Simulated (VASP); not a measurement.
# SrO (P6_3/mmc) in VASP: further runs

Aim: see how the results for SrO move with the level of theory and the settings. Levels: LDA, PBEsol, PBE. Tasks: single point.

Program: VASP 6.6.1. These are calculated values, not measurements. Logs are shortened: lines on timing, memory, paths and dates and some standing lists are left out, and cuts for length are marked.

## (1) The cell of the first run

The structure is hexagonal, space group P6_3/mmc (No. 194). Conventional cell: a = 4.189 Å, b = 4.189 Å, c = 5.050 Å, α = 90.00°, β = 90.00°, γ = 120.00°. Sr (site symmetry -6m2) has 5 O at 2.42 to 2.52 Å within 3.2 Å. Within 3.2 Å of O (site symmetry -6m2) lie 5 Sr at 2.42 to 2.52 Å.

## (2) Single point, LDA

Contents of INCAR:

```
SYSTEM = SrO
PREC = Accurate
ENCUT = 520
EDIFF = 1E-6
ISMEAR = -1
SIGMA = 0.02
LREAL = .FALSE.
LASPH = .TRUE.
NELM = 60
ALGO = Normal
ISIF = 2
LWAVE = .FALSE.
LCHARG = .FALSE.
GGA = CA
NBANDS = 24
```

Contents of KPOINTS:

```
regular mesh
0
G
  6 6 4
  0 0 0
```

Contents of POSCAR:

```
SrO
1.0
    4.1894643541      0.0000000000      0.0000000000
   -2.0947321770      3.6281825589      0.0000000000
    0.0000000000      0.0000000000      5.0497624788
Sr O
2 2
Direct
    0.3333333333      0.6666666667      0.9375000000
    0.6666666667      0.3333333333      0.4375000000
    0.3333333333      0.6666666667      0.4375000000
    0.6666666667      0.3333333333      0.9375000000
```

Potentials or basis: VASP PAW LDA potentials, release 64 (Sr_sv, O).

On the command line:

```console
cat potpaw_LDA.64/Sr_sv/POTCAR potpaw_LDA.64/O/POTCAR > POTCAR
mpirun -np 1 vasp_std > vasp.out
```

OUTCAR:

```text
SYSTEM = SrO
   PREC = Accurate
   ENCUT = 520
   EDIFF = 1E-6
   ISMEAR = -1
   LREAL = .FALSE.
   LASPH = .TRUE.
   NELM = 60
   ISIF = 2
   GGA = CA

 ion  position               nearest neighbor table
   1  0.333  0.667  0.938-   4 2.42   4 2.42   4 2.42   3 2.52   3 2.52   2 3.50   2 3.50   2 3.50
                             2 3.50   2 3.50   2 3.50
   2  0.667  0.333  0.438-   3 2.42   3 2.42   3 2.42   4 2.52   4 2.52   1 3.50   1 3.50   1 3.50
                             1 3.50   1 3.50   1 3.50
   3  0.333  0.667  0.438-   2 2.42   2 2.42   2 2.42   1 2.52   1 2.52
   4  0.667  0.333  0.938-   1 2.42   1 2.42   1 2.42   2 2.52   2 2.52

  LATTYP: Found a hexagonal cell.
 ALAT       =     4.1894643541
 C/A-ratio  =     1.2053479996

  Lattice vectors:

 A1 = (   4.1894643541,   0.0000000000,   0.0000000000)
 A2 = (  -2.0947321770,   3.6281825589,   0.0000000000)
 A3 = (   0.0000000000,   0.0000000000,   5.0497624788)

Analysis of symmetry for initial positions (statically):
=====================================================================
 Subroutine PRICEL returns:
 Original cell was already a primitive cell.

 Routine SETGRP: Setting up the symmetry group for a
 hexagonal supercell.

 Subroutine GETGRP returns: Found 24 space group operations
 (whereof  6 operations were pure point group operations)
 out of a pool of 24 trial point group operations.

The static configuration has the point symmetry C_3v.
 The point group associated with its full space group is D_6h.

Analysis of symmetry for dynamics (positions and initial velocities):
=====================================================================
 Subroutine PRICEL returns:
 Original cell was already a primitive cell.

 Routine SETGRP: Setting up the symmetry group for a
 hexagonal supercell.

 Subroutine GETGRP returns: Found 24 space group operations
 (whereof  6 operations were pure point group operations)
 out of a pool of 24 trial point group operations.

The dynamic configuration has the point symmetry C_3v.
 The point group associated with its full space group is D_6h.

 Subroutine INISYM returns: Found 24 space group operations
 (whereof  6 operations are pure point group operations),
 and found     1 'primitive' translations

----------------------------------------------------------------------------------------

                                     Primitive cell

  volume of cell :      76.7571

  direct lattice vectors                    reciprocal lattice vectors
     4.189464354  0.000000000  0.000000000     0.238693999  0.137810045  0.000000000
    -2.094732177  3.628182559  0.000000000     0.000000000  0.275620089  0.000000000
     0.000000000  0.000000000  5.049762479     0.000000000  0.000000000  0.198029116

  length of vectors
     4.189464354  4.189464354  5.049762479     0.275620089  0.275620089  0.198029116

  position of ions in fractional coordinates (direct lattice)
     0.333333333  0.666666667  0.937500000
     0.666666667  0.333333333  0.437500000
     0.333333333  0.666666667  0.437500000
     0.666666667  0.333333333  0.937500000

  ion indices of the primitive-cell ions
   primitive index   ion index
                 1           1
                 2           2
                 3           3
                 4           4

----------------------------------------------------------------------------------------

 KPOINTS: regular mesh

Automatic generation of k-mesh.
 Grid dimensions read from file:
 generate k-points for:    6    6    4

 Generating k-lattice:

  Cartesian coordinates                     Fractional coordinates (reciprocal lattice)
     0.039782333  0.022968341  0.000000000     0.166666667 -0.000000000  0.000000000
     0.000000000  0.045936682  0.000000000     0.000000000  0.166666667  0.000000000
     0.000000000  0.000000000  0.049507279     0.000000000  0.000000000  0.250000000

  Length of vectors
     0.045936682  0.045936682  0.049507279

  Shift w.r.t. Gamma in fractional coordinates (k-lattice)
     0.000000000  0.000000000  0.000000000

 Subroutine IBZKPT returns following result:
 ===========================================

 Found     21 irreducible k-points:

 Following reciprocal coordinates:
            Coordinates               Weight
  0.000000  0.000000  0.000000      1.000000
  0.166667 -0.000000  0.000000      6.000000
  0.333333  0.000000  0.000000      6.000000
  0.500000 -0.000000  0.000000      3.000000
  0.166667  0.166667  0.000000      6.000000
  0.333333  0.166667  0.000000     12.000000
[... 13 lines left out ...]
  0.333333  0.166667  0.500000     12.000000
  0.333333  0.333333  0.500000      2.000000
   k-points           NKPTS =     21   k-points in BZ     NKDIM =     21   number of bands    NBANDS=     24
   number of dos      NEDOS =    301   number of ions     NIONS =      4
   total plane-waves  NPLWV =  40960
   dimension x,y,z NGX =    32 NGY =   32 NGZ =   40
   dimension x,y,z NGXF=    64 NGYF=   64 NGZF=   80
   ions per type =               2   2
   NGX,Y,Z   is equivalent  to a cutoff of  12.70, 12.70, 13.17 a.u.
   NGXF,Y,Z  is equivalent  to a cutoff of  25.40, 25.40, 26.34 a.u.
 SYSTEM =  SrO
   PREC   = accura    normal or accurate (medium, high low for compatibility)
   ISTART =      0    job   : 0-new  1-cont  2-samecut
   ICHARG =      2    charge: 1-file 2-atom 10-const
   ISPIN  =      1    spin polarized calculation?
   LNONCOLLINEAR =      F non collinear calculations
   LSORBIT =      F    spin-orbit coupling
   LASPH  =      T    aspherical Exc in radial PAW
   ENCUT  =  520.0 eV  38.22 Ry    6.18 a.u.   7.79  7.79  9.39*2*pi/ulx,y,z
   NELM   =     60;   NELMIN=  2; NELMDL= -5     # of ELM steps
   EDIFF  = 0.1E-05   stopping-criterion for ELM
   LREAL  =      F    real-space projection
   EDIFFG = 0.1E-04   stopping-criterion for IOM
   NSW    =      0    number of steps for IOM
   IBRION =     -1    ionic relax: 0-MD 1-quasi-New 2-CG
   NFREE  =      0    steps in history (QN), initial steepest desc. (CG)
   ISIF   =      2    stress and relaxation
   ISYM   =      2    0-nonsym 1-usesym 2-fastsym
   POTIM  = 0.5000    time-step for ionic-motion
   TEBEG  =    0.0;   TEEND  =   0.0 temperature during run
   PSTRESS=    0.0 pullay stress
   NELECT =      32.0000    total number of electrons
   NUPDOWN=      -1.0000    fix difference up-down
   EMIN   =  10.00;   EMAX   =-10.00  energy-range for DOS
   EFERMI =   0.00;   METHOD = LEGACY
   ISMEAR =    -1;   SIGMA  =   0.02  broadening in eV -4-tet -1-fermi 0-gaus
   EFERMI_NEDOS =   21; number of points for ismear=-14 and -15
   IALGO  =     38    algorithm
   IMIX   =      4    mixing-type and parameters
     AMIX     =   0.40;   BMIX     =  1.00
     AMIX_MAG =   1.60;   BMIX_MAG =  1.00
  volume/ion in A,a.u.               =      19.19       129.50
  Fermi-wavevector in a.u.,A,eV,Ry     =   1.222978  2.311093 20.349895  1.495675
  Thomas-Fermi vector in A             =   2.358105
   LORBIT       =      0    0 simple, 1 ext, 2 COOP (PROOUT), +10 PAW based schemes
   GGA     = CA    functional components
   LHFCALC =     F    Hartree Fock is set to
   AEXX    =    0.0000 exact exchange contribution
   IVDW    =     0    specifies the selected vdW correction
   LEPSILON=     F    determine dielectric tensor
   LRPA    =     F    only Hartree local field effects (RPA)
 non-spin polarized calculation
  energy-cutoff  :      520.00
  volume of cell :       76.76
 maximum number of plane-waves:      2082
 NGX is ok and might be reduce to    32
   NGX = 15   NGY = 15   NGZ = 19

 number of electron      32.0000004 magnetization

 Free energy of the ion-electron system (eV)
  ---------------------------------------------------
  ext. energy  EPLUGINS =         0.00000000
  ---------------------------------------------------
  free energy    TOTEN  =       -26.39671882 eV

  energy without entropy =      -26.39671882  energy(sigma->0) =      -26.39671882

 E-fermi :   1.1362     XC(G=0):  -9.7260

 val. band max:        0.6767188618   @ k =   0.0000   0.0000   0.0000
 cond. band min:       3.3006332676   @ k =   0.0000   0.0000   0.0000
 fundamental gap:      2.6239144058
 Fermi energy:         1.1362187888

 k-point     1 :       0.0000    0.0000    0.0000
  band No.  band energies     occupation
      1     -31.2328      2.00000
      2     -31.0078      2.00000
      3     -14.1272      2.00000
      4     -14.0947      2.00000
      5     -14.0217      2.00000
      6     -13.5106      2.00000
[... 16 lines left out ...]
     23       9.5322      0.00000
     24       9.7519      0.00000

 k-point     2 :       0.1667   -0.0000    0.0000
  band No.  band energies     occupation
      1     -31.2133      2.00000
      2     -31.0148      2.00000
      3     -14.6446      2.00000
      4     -14.5328      2.00000
      5     -13.9536      2.00000
      6     -13.5585      2.00000
[... 16 lines left out ...]
     23       9.3656      0.00000
     24       9.4222      0.00000

 k-point     3 :       0.3333    0.0000    0.0000
  band No.  band energies     occupation
      1     -31.1666      2.00000
      2     -31.0364      2.00000
      3     -15.1600      2.00000
      4     -15.0409      2.00000
      5     -13.7786      2.00000
      6     -13.6449      2.00000
[... 16 lines left out ...]
     23       9.1723      0.00000
     24       9.8276      0.00000

 k-point     4 :       0.5000   -0.0000    0.0000
  band No.  band energies     occupation
      1     -31.1326      2.00000
      2     -31.0578      2.00000
      3     -15.3486      2.00000
      4     -15.2324      2.00000
      5     -13.6847      2.00000
      6     -13.6388      2.00000
[... 16 lines left out ...]
     23       9.6521      0.00000
     24       9.7391      0.00000

 k-point     5 :       0.1667    0.1667    0.0000
  band No.  band energies     occupation
      1     -31.1798      2.00000
      2     -31.0295      2.00000
      3     -15.0379      2.00000
      4     -14.9370      2.00000
      5     -13.8300      2.00000
      6     -13.6543      2.00000
[... 16 lines left out ...]
     23       9.3930      0.00000
     24       9.8131      0.00000

 k-point     6 :       0.3333    0.1667    0.0000
  band No.  band energies     occupation
      1     -31.1327      2.00000
      2     -31.0577      2.00000
      3     -15.3135      2.00000
      4     -15.2347      2.00000
      5     -13.7649      2.00000
      6     -13.6402      2.00000
[... 16 lines left out ...]
     23       9.4501      0.00000
     24       9.8287      0.00000
[... 298 lines left out ...]
 k-point    18 :       0.5000   -0.0000    0.5000
  band No.  band energies     occupation
      1     -31.0927      2.00000
      2     -31.0927      2.00000
      3     -15.7337      2.00000
      4     -15.7337      2.00000
      5     -13.4199      2.00000
      6     -13.4199      2.00000
[... 16 lines left out ...]
     23       9.9582      0.00000
     24       9.9582      0.00000

 k-point    19 :       0.1667    0.1667    0.5000
  band No.  band energies     occupation
      1     -31.1028      2.00000
      2     -31.1028      2.00000
      3     -15.4877      2.00000
      4     -15.4877      2.00000
      5     -13.4098      2.00000
      6     -13.4098      2.00000
[... 16 lines left out ...]
     23       9.3361      0.00000
     24       9.3361      0.00000

 k-point    20 :       0.3333    0.1667    0.5000
  band No.  band energies     occupation
      1     -31.0927      2.00000
      2     -31.0927      2.00000
      3     -15.7228      2.00000
      4     -15.7228      2.00000
      5     -13.4810      2.00000
      6     -13.4810      2.00000
[... 16 lines left out ...]
     23      10.1595      0.00000
     24      10.1595      0.00000

 k-point    21 :       0.3333    0.3333    0.5000
  band No.  band energies     occupation
      1     -31.0893      2.00000
      2     -31.0893      2.00000
      3     -15.7838      2.00000
      4     -15.7838      2.00000
      5     -13.5480      2.00000
      6     -13.5480      2.00000
[... 16 lines left out ...]
     23      10.3185      0.00000
     24      10.3185      0.00000

------------------------ aborting loop because EDIFF is reached ----------------------------------------

  FORCE on cell =-STRESS in cart. coord.  units (eV):
  Direction    XX          YY          ZZ          XY          YZ          ZX
  --------------------------------------------------------------------------------------
  -------------------------------------------------------------------------------------
  Total        0.3184772      0.3184772      0.3401579      0.0000000      0.0000000      0.0000000
  in kB        6.6476847      6.6476847      7.1002321      0.0000000      0.0000000      0.0000000
  external PRESSURE =       6.7985339 kB  Pullay stress =       0.0000000 kB

 VOLUME and BASIS-vectors are now :
 -----------------------------------------------------------------------------
  energy-cutoff  :      520.00
  volume of cell :       76.76
      direct lattice vectors                 reciprocal lattice vectors
     4.189464354  0.000000000  0.000000000     0.238693999  0.137810045  0.000000000
    -2.094732177  3.628182559  0.000000000     0.000000000  0.275620089  0.000000000
     0.000000000  0.000000000  5.049762479     0.000000000  0.000000000  0.198029116

 POSITION                                       TOTAL-FORCE (eV/Angst)
 -----------------------------------------------------------------------------------
     -0.00000      2.41879      4.73415        -0.000000      0.000000     -0.000000
      2.09473      1.20939      2.20927         0.000000     -0.000000     -0.000000
     -0.00000      2.41879      2.20927         0.000000      0.000000      0.000000
      2.09473      1.20939      4.73415        -0.000000      0.000000      0.000000
 -----------------------------------------------------------------------------------
    total drift:                               -0.000000      0.000000      0.000000

  FREE ENERGIE OF THE ION-ELECTRON SYSTEM (eV)
  ---------------------------------------------------
  free  energy   TOTEN  =       -26.3967188239 eV

  energy  without entropy=      -26.3967188239  energy(sigma->0) =      -26.39671882
```

It took 1.7 min on 1 thread of Intel Xeon 8259CL, shared host; peak memory 0.18 GiB.

What came out:

```
Free energy            : -26.3967 eV
Pressure               : 0.7 GPa
Band gap on the k mesh : 2.62 eV
```

Levels at points of the mesh, in eV from the valence-band top:
```csv
k point,band 13,band 14,band 15,band 16,band 17,band 18,band 19,band 20
"(0.00, 0.00, 0.00)",-0.95,-0.95,-0.22,0.00,2.62,6.12,6.12,7.35
"(0.50, 0.00, 0.00)",-0.34,-0.32,-0.31,-0.29,4.23,4.75,4.98,7.44
"(0.00, 0.00, 0.50)",-1.21,-1.21,-1.21,-1.21,4.35,4.35,8.05,8.05
"(0.50, 0.00, 0.50)",-1.00,-1.00,-0.44,-0.44,4.90,4.90,7.52,7.52
```

(Continued in part 2 of 2.)
